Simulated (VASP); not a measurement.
# Hf (Pm-3m) in VASP: notebook

The runs below take Hf through single point, with PBEsol+D4.

Everything below comes from runs of VASP 6.6.1. Logs are shortened: lines on timing, memory, paths and dates and some standing lists are left out, and cuts for length are marked.

## (1) The cell of the first run

Symmetry: Pm-3m, No. 221, cubic system. Conventional cell: a = 2.857 Å, b = 2.857 Å, c = 2.857 Å, α = 90.00°, β = 90.00°, γ = 90.00°. Within 3.8 Å of Hf (site symmetry m-3m) lie 6 Hf at 2.86 Å.

## (2) Single point, PBEsol+D4

INCAR

```
SYSTEM = Hf
ALGO = Normal ; EDIFF = 1E-6
ENCUT = 520 ; GGA = PS
ISIF = 2 ; ISMEAR = -1
IVDW = 13 ; LASPH = .TRUE.
LCHARG = .TRUE. ; LELF = .TRUE.
LREAL = .FALSE. ; LVHAR = .TRUE.
LWAVE = .FALSE. ; NBANDS = 11
NELM = 80 ; PREC = Accurate
SIGMA = 0.1
```

KPOINTS

```
k-points
0
G
  9 9 9
  0 0 0
```

POSCAR

```
Hf
1.0
    2.8568313139      0.0000000000      0.0000000000
    0.0000000000      2.8568313139      0.0000000000
    0.0000000000      0.0000000000      2.8568313139
Hf
1
Direct
    0.0000000000      0.0000000000      0.0000000000
```

Potentials or basis: VASP PAW PBE potentials, release 64 (Hf_pv).

On the command line:

```sh
cat potpaw_PBE.64/Hf_pv/POTCAR > POTCAR
mpirun -np 1 vasp_std > vasp.out
```

OUTCAR:

```text
SYSTEM = Hf
   EDIFF = 1E-6
   ENCUT = 520
   GGA = PS
   ISIF = 2
   ISMEAR = -1
   IVDW = 13
   LASPH = .TRUE.
   LREAL = .FALSE.
   NELM = 80
   PREC = Accurate

 ion  position               nearest neighbor table
   1  0.000  0.000  0.000-

  LATTYP: Found a simple cubic cell.
 ALAT       =     2.8568313139

  Lattice vectors:

 A1 = (   2.8568313139,   0.0000000000,   0.0000000000)
 A2 = (   0.0000000000,   2.8568313139,   0.0000000000)
 A3 = (   0.0000000000,   0.0000000000,   2.8568313139)

Analysis of symmetry for initial positions (statically):
=====================================================================
 Subroutine PRICEL returns:
 Original cell was already a primitive cell.

 Routine SETGRP: Setting up the symmetry group for a
 simple cubic supercell.

 Subroutine GETGRP returns: Found 48 space group operations
 (whereof 48 operations were pure point group operations)
 out of a pool of 48 trial point group operations.

The static configuration has the point symmetry O_h .

Analysis of symmetry for dynamics (positions and initial velocities):
=====================================================================
 Subroutine PRICEL returns:
 Original cell was already a primitive cell.

 Routine SETGRP: Setting up the symmetry group for a
 simple cubic supercell.

 Subroutine GETGRP returns: Found 48 space group operations
 (whereof 48 operations were pure point group operations)
 out of a pool of 48 trial point group operations.

The dynamic configuration has the point symmetry O_h .

 Subroutine INISYM returns: Found 48 space group operations
 (whereof 48 operations are pure point group operations),
 and found     1 'primitive' translations

----------------------------------------------------------------------------------------

                                     Primitive cell

  volume of cell :      23.3160

  direct lattice vectors                    reciprocal lattice vectors
     2.856831314  0.000000000  0.000000000     0.350038168  0.000000000  0.000000000
     0.000000000  2.856831314  0.000000000     0.000000000  0.350038168  0.000000000
     0.000000000  0.000000000  2.856831314     0.000000000  0.000000000  0.350038168

  length of vectors
     2.856831314  2.856831314  2.856831314     0.350038168  0.350038168  0.350038168

  position of ions in fractional coordinates (direct lattice)
     0.000000000  0.000000000  0.000000000

  ion indices of the primitive-cell ions
   primitive index   ion index
                 1           1

----------------------------------------------------------------------------------------

 KPOINTS: k-points

Automatic generation of k-mesh.
 Grid dimensions read from file:
 generate k-points for:    9    9    9

 Generating k-lattice:

  Cartesian coordinates                     Fractional coordinates (reciprocal lattice)
     0.038893130  0.000000000  0.000000000     0.111111111  0.000000000  0.000000000
     0.000000000  0.038893130  0.000000000     0.000000000  0.111111111  0.000000000
     0.000000000  0.000000000  0.038893130     0.000000000  0.000000000  0.111111111

  Length of vectors
     0.038893130  0.038893130  0.038893130

  Shift w.r.t. Gamma in fractional coordinates (k-lattice)
     0.000000000  0.000000000  0.000000000

 Subroutine IBZKPT returns following result:
 ===========================================

 Found     35 irreducible k-points:

 Following reciprocal coordinates:
            Coordinates               Weight
  0.000000  0.000000  0.000000      1.000000
  0.111111  0.000000  0.000000      6.000000
  0.222222  0.000000  0.000000      6.000000
  0.333333  0.000000  0.000000      6.000000
  0.444444  0.000000  0.000000      6.000000
  0.111111  0.111111  0.000000     12.000000
[... 16 lines left out ...]
  0.333333  0.333333  0.111111     24.000000
  0.444444  0.333333  0.111111     48.000000
 [... further k-points ...]
   k-points           NKPTS =     35   k-points in BZ     NKDIM =     35   number of bands    NBANDS=     11
   number of dos      NEDOS =    301   number of ions     NIONS =      1
   total plane-waves  NPLWV =  13824
   dimension x,y,z NGX =    24 NGY =   24 NGZ =   24
   dimension x,y,z NGXF=    48 NGYF=   48 NGZF=   48
   ions per type =               1
   NGX,Y,Z   is equivalent  to a cutoff of  13.97, 13.97, 13.97 a.u.
   NGXF,Y,Z  is equivalent  to a cutoff of  27.93, 27.93, 27.93 a.u.
 SYSTEM =  Hf
   PREC   = accura    normal or accurate (medium, high low for compatibility)
   ISTART =      0    job   : 0-new  1-cont  2-samecut
   ICHARG =      2    charge: 1-file 2-atom 10-const
   ISPIN  =      1    spin polarized calculation?
   LNONCOLLINEAR =      F non collinear calculations
   LSORBIT =      F    spin-orbit coupling
   LASPH  =      T    aspherical Exc in radial PAW
   ENCUT  =  520.0 eV  38.22 Ry    6.18 a.u.   5.31  5.31  5.31*2*pi/ulx,y,z
   NELM   =     80;   NELMIN=  2; NELMDL= -5     # of ELM steps
   EDIFF  = 0.1E-05   stopping-criterion for ELM
   LREAL  =      F    real-space projection
   EDIFFG = 0.1E-04   stopping-criterion for IOM
   NSW    =      0    number of steps for IOM
   IBRION =     -1    ionic relax: 0-MD 1-quasi-New 2-CG
   NFREE  =      0    steps in history (QN), initial steepest desc. (CG)
   ISIF   =      2    stress and relaxation
   ISYM   =      2    0-nonsym 1-usesym 2-fastsym
   POTIM  = 0.5000    time-step for ionic-motion
   TEBEG  =    0.0;   TEEND  =   0.0 temperature during run
   PSTRESS=    0.0 pullay stress
   NELECT =      10.0000    total number of electrons
   NUPDOWN=      -1.0000    fix difference up-down
   EMIN   =  10.00;   EMAX   =-10.00  energy-range for DOS
   EFERMI =   0.00;   METHOD = LEGACY
   ISMEAR =    -1;   SIGMA  =   0.10  broadening in eV -4-tet -1-fermi 0-gaus
   EFERMI_NEDOS =   21; number of points for ismear=-14 and -15
   IALGO  =     38    algorithm
   IMIX   =      4    mixing-type and parameters
     AMIX     =   0.40;   BMIX     =  1.00
     AMIX_MAG =   1.60;   BMIX_MAG =  1.00
  volume/ion in A,a.u.               =      23.32       157.34
  Fermi-wavevector in a.u.,A,eV,Ry     =   1.234592  2.333041 20.738247  1.524218
  Thomas-Fermi vector in A             =   2.369276
   LORBIT       =      0    0 simple, 1 ext, 2 COOP (PROOUT), +10 PAW based schemes
   GGA     = PS    functional components
   LHFCALC =     F    Hartree Fock is set to
   AEXX    =    0.0000 exact exchange contribution
   IVDW    =    13    specifies the selected vdW correction
   LEPSILON=     F    determine dielectric tensor
   LRPA    =     F    only Hartree local field effects (RPA)
 non-spin polarized calculation
  energy-cutoff  :      520.00
  volume of cell :       23.32
 maximum number of plane-waves:       647
 NGX is ok and might be reduce to    24
   NGX = 11   NGY = 11   NGZ = 11

 number of electron      10.0000000 magnetization

 number of electron       9.9999998 magnetization

 Free energy of the ion-electron system (eV)
  ---------------------------------------------------
  ext. energy  EPLUGINS =         0.00000000
  ---------------------------------------------------
  free energy    TOTEN  =        -9.45415854 eV

  energy without entropy =       -9.40353106  energy(sigma->0) =       -9.42884480

 E-fermi :   3.9902     XC(G=0): -11.1079

 val. band max:        3.9408546558   @ k =   0.2222   0.1111   0.1111
 cond. band min:       4.0281349611   @ k =   0.4444   0.1111   0.1111
 fundamental gap:      0.0872803053
 Fermi energy:         3.9901674984

 k-point     1 :       0.0000    0.0000    0.0000
  band No.  band energies     occupation
      1     -25.6838      2.00000
      2     -25.6838      2.00000
      3     -25.6838      2.00000
      4      -2.6324      2.00000
      5       2.4853      2.00000
      6       2.4853      2.00000
      7      10.9335      0.00000
      8      10.9335      0.00000
      9      10.9335      0.00000
     10      17.2991      0.00000
     11      17.4177      0.00000

 k-point     2 :       0.1111    0.0000    0.0000
  band No.  band energies     occupation
      1     -25.8238      2.00000
      2     -25.6721      2.00000
      3     -25.6721      2.00000
      4      -2.2927      2.00000
      5       2.5847      2.00000
      6       2.8139      1.99998
      7      10.2563      0.00000
      8      10.2563      0.00000
      9      10.9792      0.00000
     10      15.8835      0.00000
     11      17.3050      0.00000

 k-point     3 :       0.2222    0.0000    0.0000
  band No.  band energies     occupation
      1     -26.1654      2.00000
      2     -25.6423      2.00000
      3     -25.6423      2.00000
      4      -1.4096      2.00000
      5       2.8507      1.99998
      6       3.6340      1.94477
      7       8.9792      0.00000
      8       8.9792      0.00000
      9      11.0971      0.00000
     10      13.8580      0.00000
     11      17.3047      0.00000

 k-point     4 :       0.3333    0.0000    0.0000
  band No.  band energies     occupation
      1     -26.5339      2.00000
      2     -25.6081      2.00000
      3     -25.6081      2.00000
      4      -0.2806      2.00000
      5       3.1823      1.99938
      6       4.2696      0.11531
      7       7.8913      0.00000
      8       7.8913      0.00000
      9      11.2356      0.00000
     10      13.1356      0.00000
     11      17.3053      0.00000

 k-point     5 :       0.4444    0.0000    0.0000
  band No.  band energies     occupation
      1     -26.7641      2.00000
      2     -25.5857      2.00000
      3     -25.5857      2.00000
      4       0.6755      2.00000
      5       3.4195      1.99338
      6       4.1393      0.36748
      7       7.2958      0.00000
      8       7.2958      0.00000
      9      11.3286      0.00000
     10      14.0201      0.00000
     11      17.1125      0.00000
[... 211 lines left out ...]
 k-point    21 :       0.3333    0.2222    0.1111
  band No.  band energies     occupation
      1     -26.4595      2.00000
      2     -26.0568      2.00000
      3     -25.6994      2.00000
      4       1.0859      2.00000
      5       3.7464      1.83927
      6       5.0245      0.00006
      7       6.6110      0.00000
      8       8.1065      0.00000
      9       8.8322      0.00000
     10      15.0445      0.00000
     11      17.2761      0.00000

 k-point    22 :       0.4444    0.2222    0.1111
  band No.  band energies     occupation
      1     -26.6839      2.00000
      2     -26.0294      2.00000
      3     -25.6759      2.00000
      4       2.0924      2.00000
      5       3.0490      1.99984
      6       5.0680      0.00004
      7       6.0784      0.00000
      8       8.9972      0.00000
      9       9.2515      0.00000
     10      14.4129      0.00000
     11      17.2948      0.00000

 k-point    23 :       0.3333    0.3333    0.1111
  band No.  band energies     occupation
      1     -26.4236      2.00000
      2     -26.3979      2.00000
      3     -25.6645      2.00000
      4       1.6044      2.00000
      5       3.4123      1.99383
      6       6.1966      0.00000
      7       6.5389      0.00000
      8       8.3314      0.00000
      9       8.4462      0.00000
     10      15.2616      0.00000
     11      16.6191      0.00000

 k-point    24 :       0.4444    0.3333    0.1111
  band No.  band energies     occupation
      1     -26.6323      2.00000
      2     -26.3789      2.00000
      3     -25.6416      2.00000
      4       1.6735      2.00000
      5       3.4487      1.99114
      6       6.1649      0.00000
      7       6.4504      0.00000
      8       8.5689      0.00000
      9       9.8091      0.00000
     10      14.3639      0.00000
     11      17.1950      0.00000

 [... further k-points ...]

------------------------ aborting loop because EDIFF is reached ----------------------------------------

  DFT-D4 for vdW energy calculation

  Edisp (eV):   -0.11749

  FORCE on cell =-STRESS in cart. coord.  units (eV):
  Direction    XX          YY          ZZ          XY          YZ          ZX
  --------------------------------------------------------------------------------------
  -------------------------------------------------------------------------------------
  Total      -0.03536    -0.03536    -0.03536    -0.00000    -0.00000    -0.00000
  in kB      -2.42980    -2.42980    -2.42980    -0.00000    -0.00000    -0.00000
  external pressure =       -2.43 kB  Pullay stress =        0.00 kB

 VOLUME and BASIS-vectors are now :
 -----------------------------------------------------------------------------
  energy-cutoff  :      520.00
  volume of cell :       23.32
      direct lattice vectors                 reciprocal lattice vectors
     2.856831314  0.000000000  0.000000000     0.350038168  0.000000000  0.000000000
     0.000000000  2.856831314  0.000000000     0.000000000  0.350038168  0.000000000
     0.000000000  0.000000000  2.856831314     0.000000000  0.000000000  0.350038168

 POSITION                                       TOTAL-FORCE (eV/Angst)
 -----------------------------------------------------------------------------------
      0.00000      0.00000      0.00000         0.000000      0.000000      0.000000
 -----------------------------------------------------------------------------------
    total drift:                                0.000000     -0.000000      0.000000

  FREE ENERGIE OF THE ION-ELECTRON SYSTEM (eV)
  ---------------------------------------------------
  free  energy   TOTEN  =        -9.5716475133 eV

  energy  without entropy=       -9.5210200297  energy(sigma->0) =       -9.54633377
```

Run time: 4.2 s. Hardware: 1 thread of Intel Xeon 6975P-C (Granite Rapids), shared host; peak memory 0.14 GiB.

Results:

```yaml
Free_energy: -9.5716 eV
Pressure: -0.2 GPa
Band_gap_on_the_k_mesh: zero (band 5 reaches 4.75 eV, above the bottom of band 6 at 2.49 eV)
Dispersion_energy_per_atom: -0.117 eV
```

Levels at points of the mesh, in eV from the Fermi level:
```csv
k point,band 1,band 2,band 3,band 4,band 5,band 6,band 7,band 8,band 9,band 10
"(0.00, 0.00, 0.00)",-29.67,-29.67,-29.67,-6.62,-1.50,-1.50,6.94,6.94,6.94,13.31
```

Caveat: the PAW data sets were made with another functional, which shifts forces and pressure a little; spin-orbit coupling is left out, which moves the levels of the heavy elements; pairwise dispersion overbinds metals, which lowers pressure and volume.

[end of part 1 of 2]
